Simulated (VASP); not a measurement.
# Cd (Im-3m) in VASP: further runs

Runs on Cd. Level: LDA. Tasks: single point.

Program: VASP 6.6.1. These are calculated values, not measurements. Logs are shortened: lines on timing, memory, paths and dates and some standing lists are left out, and cuts for length are marked.

### 1 The cell of the first run

The structure is cubic, space group Im-3m (No. 229). The conventional cell has a = 3.569 Å, b = 3.569 Å, c = 3.569 Å, α = 90.00°, β = 90.00°, γ = 90.00°. Within 4.1 Å of Cd (site symmetry m-3m) lie 14 Cd at 3.09 to 3.57 Å.

### 2 Single point, LDA

INCAR reads:

```
SYSTEM = Cd
PREC = Accurate
ENCUT = 520
EDIFF = 1E-6
ISMEAR = 0
SIGMA = 0.05
LREAL = .FALSE.
LASPH = .TRUE.
NELM = 80
ALGO = Normal
ISIF = 2
LWAVE = .FALSE.
LCHARG = .FALSE.
NBANDS = 12
```

KPOINTS reads:

```
regular mesh
0
G
  12 12 12
  0 0 0
```

POSCAR reads:

```
Cd
1.0
   -1.7843200000      1.7843200000      1.7843200000
    1.7843200000     -1.7843200000      1.7843200000
    1.7843200000      1.7843200000     -1.7843200000
Cd
1
Direct
    0.0000000000      0.0000000000      0.0000000000
```

Potentials or basis: VASP PAW LDA potentials, release 64 (Cd).

Started as:

```console
> cat potpaw_LDA.64/Cd/POTCAR > POTCAR
> mpirun -np 1 vasp_std > vasp.out
```

OUTCAR:

```text
SYSTEM = Cd
   PREC = Accurate
   ENCUT = 520
   EDIFF = 1E-6
   ISMEAR = 0
   LREAL = .FALSE.
   LASPH = .TRUE.
   NELM = 80
   ISIF = 2

 ion  position               nearest neighbor table
   1  0.000  0.000  0.000-

  LATTYP: Found a body centered cubic cell.
 ALAT       =     3.5686400000

  Lattice vectors:

 A1 = (  -1.7843200000,   1.7843200000,   1.7843200000)
 A2 = (   1.7843200000,  -1.7843200000,   1.7843200000)
 A3 = (   1.7843200000,   1.7843200000,  -1.7843200000)

Analysis of symmetry for initial positions (statically):
=====================================================================
 Subroutine PRICEL returns:
 Original cell was already a primitive cell.

 Routine SETGRP: Setting up the symmetry group for a
 body centered cubic supercell.

 Subroutine GETGRP returns: Found 48 space group operations
 (whereof 48 operations were pure point group operations)
 out of a pool of 48 trial point group operations.

The static configuration has the point symmetry O_h .

Analysis of symmetry for dynamics (positions and initial velocities):
=====================================================================
 Subroutine PRICEL returns:
 Original cell was already a primitive cell.

 Routine SETGRP: Setting up the symmetry group for a
 body centered cubic supercell.

 Subroutine GETGRP returns: Found 48 space group operations
 (whereof 48 operations were pure point group operations)
 out of a pool of 48 trial point group operations.

The dynamic configuration has the point symmetry O_h .

 Subroutine INISYM returns: Found 48 space group operations
 (whereof 48 operations are pure point group operations),
 and found     1 'primitive' translations

----------------------------------------------------------------------------------------

                                     Primitive cell

  volume of cell :      22.7237

  direct lattice vectors                    reciprocal lattice vectors
    -1.784320000  1.784320000  1.784320000     0.000000000  0.280218795  0.280218795
     1.784320000 -1.784320000  1.784320000     0.280218795  0.000000000  0.280218795
     1.784320000  1.784320000 -1.784320000     0.280218795  0.280218795  0.000000000

  length of vectors
     3.090532897  3.090532897  3.090532897     0.396289220  0.396289220  0.396289220

  position of ions in fractional coordinates (direct lattice)
     0.000000000  0.000000000  0.000000000

  ion indices of the primitive-cell ions
   primitive index   ion index
                 1           1

----------------------------------------------------------------------------------------

 KPOINTS: regular mesh

Automatic generation of k-mesh.
 Grid dimensions read from file:
 generate k-points for:   12   12   12

 Generating k-lattice:

  Cartesian coordinates                     Fractional coordinates (reciprocal lattice)
     0.000000000  0.023351566  0.023351566     0.083333333  0.000000000  0.000000000
     0.023351566  0.000000000  0.023351566     0.000000000  0.083333333  0.000000000
     0.023351566  0.023351566  0.000000000     0.000000000  0.000000000  0.083333333

  Length of vectors
     0.033024102  0.033024102  0.033024102

  Shift w.r.t. Gamma in fractional coordinates (k-lattice)
     0.000000000  0.000000000  0.000000000

 Subroutine IBZKPT returns following result:
 ===========================================

 Found     72 irreducible k-points:

 Following reciprocal coordinates:
            Coordinates               Weight
  0.000000  0.000000  0.000000      1.000000
  0.083333  0.000000  0.000000     12.000000
  0.166667  0.000000  0.000000     12.000000
  0.250000  0.000000  0.000000     12.000000
  0.333333  0.000000  0.000000     12.000000
  0.416667  0.000000  0.000000     12.000000
[... 16 lines left out ...]
  0.333333  0.083333  0.083333     24.000000
  0.416667  0.083333  0.083333     12.000000
 [... further k-points ...]
   k-points           NKPTS =     72   k-points in BZ     NKDIM =     72   number of bands    NBANDS=     12
   number of dos      NEDOS =    301   number of ions     NIONS =      1
   total plane-waves  NPLWV =  13824
   dimension x,y,z NGX =    24 NGY =   24 NGZ =   24
   dimension x,y,z NGXF=    48 NGYF=   48 NGZF=   48
   ions per type =               1
   NGX,Y,Z   is equivalent  to a cutoff of  12.91, 12.91, 12.91 a.u.
   NGXF,Y,Z  is equivalent  to a cutoff of  25.82, 25.82, 25.82 a.u.
 SYSTEM =  Cd
   PREC   = accura    normal or accurate (medium, high low for compatibility)
   ISTART =      0    job   : 0-new  1-cont  2-samecut
   ICHARG =      2    charge: 1-file 2-atom 10-const
   ISPIN  =      1    spin polarized calculation?
   LNONCOLLINEAR =      F non collinear calculations
   LSORBIT =      F    spin-orbit coupling
   LASPH  =      T    aspherical Exc in radial PAW
   ENCUT  =  520.0 eV  38.22 Ry    6.18 a.u.   5.75  5.75  5.75*2*pi/ulx,y,z
   NELM   =     80;   NELMIN=  2; NELMDL= -5     # of ELM steps
   EDIFF  = 0.1E-05   stopping-criterion for ELM
   LREAL  =      F    real-space projection
   EDIFFG = 0.1E-04   stopping-criterion for IOM
   NSW    =      0    number of steps for IOM
   IBRION =     -1    ionic relax: 0-MD 1-quasi-New 2-CG
   NFREE  =      0    steps in history (QN), initial steepest desc. (CG)
   ISIF   =      2    stress and relaxation
   ISYM   =      2    0-nonsym 1-usesym 2-fastsym
   POTIM  = 0.5000    time-step for ionic-motion
   TEBEG  =    0.0;   TEEND  =   0.0 temperature during run
   PSTRESS=    0.0 pullay stress
   NELECT =      12.0000    total number of electrons
   NUPDOWN=      -1.0000    fix difference up-down
   EMIN   =  10.00;   EMAX   =-10.00  energy-range for DOS
   EFERMI =   0.00;   METHOD = LEGACY
   ISMEAR =     0;   SIGMA  =   0.05  broadening in eV -4-tet -1-fermi 0-gaus
   EFERMI_NEDOS =   21; number of points for ismear=-14 and -15
   IALGO  =     38    algorithm
   IMIX   =      4    mixing-type and parameters
     AMIX     =   0.40;   BMIX     =  1.00
     AMIX_MAG =   1.60;   BMIX_MAG =  1.00
  volume/ion in A,a.u.               =      22.72       153.35
  Fermi-wavevector in a.u.,A,eV,Ry     =   1.323252  2.500583 23.823739  1.750995
  Thomas-Fermi vector in A             =   2.452873
   LORBIT       =      0    0 simple, 1 ext, 2 COOP (PROOUT), +10 PAW based schemes
   GGA     = CA    functional components
   LHFCALC =     F    Hartree Fock is set to
   AEXX    =    0.0000 exact exchange contribution
   IVDW    =     0    specifies the selected vdW correction
   LEPSILON=     F    determine dielectric tensor
   LRPA    =     F    only Hartree local field effects (RPA)
 non-spin polarized calculation
 Gauss-broadening in eV      SIGMA  =   0.05
  energy-cutoff  :      520.00
  volume of cell :       22.72
 maximum number of plane-waves:       627
   NGX = 11   NGY = 11   NGZ = 11

 number of electron      12.0000006 magnetization

 Free energy of the ion-electron system (eV)
  ---------------------------------------------------
  ext. energy  EPLUGINS =         0.00000000
  ---------------------------------------------------
  free energy    TOTEN  =        -1.39466346 eV

  energy without entropy =       -1.39426626  energy(sigma->0) =       -1.39446486

 E-fermi :   2.3004     XC(G=0): -11.1141

 val. band max:        2.2531841102   @ k =   0.3333   0.1667   0.1667
 cond. band min:       2.3919299180   @ k =   0.3333   0.2500   0.0833
 fundamental gap:      0.1387458078
 Fermi energy:         2.3003944066

 k-point     1 :       0.0000    0.0000    0.0000
  band No.  band energies     occupation
      1      -6.7464      2.00000
      2      -6.7464      2.00000
      3      -6.7464      2.00000
      4      -6.2237      2.00000
      5      -6.1334      2.00000
      6      -6.1334      2.00000
      7      17.7726      0.00000
      8      17.7726      0.00000
      9      17.7726      0.00000
     10      18.0221      0.00000
     11      18.0221      0.00000
     12      18.0221      0.00000

 k-point     2 :       0.0833    0.0000    0.0000
  band No.  band energies     occupation
      1      -6.7674      2.00000
      2      -6.7422      2.00000
      3      -6.6844      2.00000
      4      -6.1616      2.00000
      5      -6.1326      2.00000
      6      -6.0296      2.00000
      7      15.6464      0.00000
      8      16.9123      0.00000
      9      17.0240      0.00000
     10      17.4982      0.00000
     11      17.6142      0.00000
     12      18.0866      0.00000

 k-point     3 :       0.1667    0.0000    0.0000
  band No.  band energies     occupation
      1      -6.8243      2.00000
      2      -6.7699      2.00000
      3      -6.5107      2.00000
      4      -6.2076      2.00000
      5      -6.1298      2.00000
      6      -5.4369      2.00000
      7      12.3362      0.00000
      8      15.3409      0.00000
      9      15.3886      0.00000
     10      16.9675      0.00000
     11      17.1264      0.00000
     12      18.7463      0.00000
[... 286 lines left out ...]
 k-point    23 :       0.3333    0.0833    0.0833
  band No.  band energies     occupation
      1      -7.0080      2.00000
      2      -6.9993      2.00000
      3      -6.1631      2.00000
      4      -6.1113      2.00000
      5      -5.9833      2.00000
      6      -0.8557      2.00000
      7       3.6699      0.00000
      8       9.4741      0.00000
      9      10.3146      0.00000
     10      18.3921      0.00000
     11      19.1634      0.00000
     12      23.4285      0.00000

 k-point    24 :       0.4167    0.0833    0.0833
  band No.  band energies     occupation
      1      -7.0313      2.00000
      2      -7.0247      2.00000
      3      -6.1506      2.00000
      4      -6.1078      2.00000
      5      -5.9219      2.00000
      6       0.9478      2.00000
      7       1.5478      2.00000
      8       9.2424      0.00000
      9      10.1392      0.00000
     10      18.2929      0.00000
     11      19.0838      0.00000
     12      23.5204      0.00000

 [... further k-points ...]
[... 5 lines left out ...]
  --------------------------------------------------------------------------------------
  -------------------------------------------------------------------------------------
  Total       -0.6657121     -0.6657121     -0.6657121      0.0000000     -0.0000000      0.0000000
  in kB      -46.9373787    -46.9373787    -46.9373787      0.0000000     -0.0000000      0.0000000
  external PRESSURE =     -46.9373787 kB  Pullay stress =       0.0000000 kB

 VOLUME and BASIS-vectors are now :
 -----------------------------------------------------------------------------
  energy-cutoff  :      520.00
  volume of cell :       22.72
      direct lattice vectors                 reciprocal lattice vectors
    -1.784320000  1.784320000  1.784320000     0.000000000  0.280218795  0.280218795
     1.784320000 -1.784320000  1.784320000     0.280218795  0.000000000  0.280218795
     1.784320000  1.784320000 -1.784320000     0.280218795  0.280218795  0.000000000

 POSITION                                       TOTAL-FORCE (eV/Angst)
 -----------------------------------------------------------------------------------
      0.00000      0.00000      0.00000        -0.000000      0.000000     -0.000000
 -----------------------------------------------------------------------------------
    total drift:                               -0.000000      0.000000      0.000000

  FREE ENERGIE OF THE ION-ELECTRON SYSTEM (eV)
  ---------------------------------------------------
  free  energy   TOTEN  =        -1.3946634604 eV

  energy  without entropy=       -1.3942662584  energy(sigma->0) =       -1.39446486
```

Wall time 27 s (1 thread of AMD EPYC 7R13, shared host); peak memory 0.11 GiB.

Results:

```
Free energy            : -1.3947 eV
Pressure               : -4.7 GPa
Band gap on the k mesh : zero (band 6 reaches 5.71 eV, above the bottom of band 7 at 1.33 eV)
```

Levels at points of the mesh, in eV from the Fermi level:
| k point | band 3 | band 4 | band 5 | band 6 | band 7 | band 8 | band 9 | band 10 |
| --- | --- | --- | --- | --- | --- | --- | --- | --- |
| (0.00, 0.00, 0.00) | -9.05 | -8.52 | -8.43 | -8.43 | 15.47 | 15.47 | 15.47 | 15.72 |
| (0.50, 0.00, 0.00) | -8.47 | -8.41 | -8.02 | -1.93 | -0.97 | 9.10 | 9.95 | 13.54 |
| (0.50, 0.50, 0.50) | -8.12 | -8.12 | -8.12 | 3.41 | 3.41 | 3.41 | 5.38 | 8.09 |

### 3 Single point, LDA

INCAR reads:

```
SYSTEM = Cd
PREC = Accurate ; ENCUT = 520
EDIFF = 1E-7 ; ISMEAR = 0
SIGMA = 0.025 ; LREAL = .False.
LASPH = .True. ; NELM = 80
ALGO = Normal ; ISIF = 2
LWAVE = .False. ; LCHARG = .True.
LELF = .True. ; LVHAR = .True.
NBANDS = 12
```

KPOINTS reads:

```
Automatic mesh
0
Gamma
  12 12 12
  0 0 0
```

POSCAR is that of step 2.

Potentials or basis: VASP PAW LDA potentials, release 64 (Cd).

Started as:

```console
> cat potpaw_LDA.64/Cd/POTCAR > POTCAR
> mpirun -np 1 vasp_std > vasp.out
```

Run time: 30 s. Hardware: 1 thread of AMD EPYC 7R13, shared host; peak memory 0.11 GiB.

The run converged. Its results:

| Item | Value |
| --- | --- |
| Free energy | -1.3945 eV |
| Pressure | -4.7 GPa |
| Band gap on the k mesh | zero (band 6 reaches 5.71 eV, above the bottom of band 7 at 1.33 eV) |

Levels at points of the mesh, in eV from the Fermi level:
| k point | band 4 | band 5 | band 6 | band 7 | band 8 | band 9 |
| --- | --- | --- | --- | --- | --- | --- |
| (0.00, 0.00, 0.00) | -8.50 | -8.41 | -8.41 | 15.50 | 15.50 | 15.50 |
| (0.50, 0.00, 0.00) | -8.39 | -8.00 | -1.90 | -0.94 | 9.12 | 9.97 |
| (0.50, 0.50, 0.50) | -8.10 | -8.10 | 3.43 | 3.43 | 3.43 | 5.41 |
